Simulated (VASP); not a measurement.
Crystal: Sn3Se.

```
CELL_PARAMETERS angstrom
4.71005 0.00000 0.00000
0.00000 4.71005 0.00000
0.00000 0.00000 4.71005
ATOMIC_POSITIONS crystal
Sn 0.50000 0.50000 0.00000
Sn 0.50000 0.00000 0.50000
Sn 0.00000 0.50000 0.50000
Se 0.00000 0.00000 0.00000
```

Base run:

| Property | Result |
| --- | --- |
| Program | VASP 6.6.1 |
| Functional | PBEsol |
| Potentials or basis | VASP PAW PBE potentials, release 64 (Sn_d, Se) |
| Cutoff | 520 eV |
| k mesh | 6 × 6 × 6 |
| Occupations | fermi-dirac, width 0.05 eV |
| Spin | no spin polarisation |

Its results: band gap on the k mesh zero (band 24 reaches 9.36 eV, above the bottom of band 25 at 7.00 eV); pressure -1.7 GPa.

Problem. The run is repeated on the same cell with these changes: functional from PBEsol to r2SCAN. What comes out?

Solution. Band gap on the k mesh zero (band 24 reaches 9.50 eV, above the bottom of band 25 at 6.99 eV); pressure 0.4 GPa.

Caveats: the PAW data sets were made with another functional, which shifts forces and pressure a little; spin-orbit coupling is left out, which moves the levels of the heavy elements.
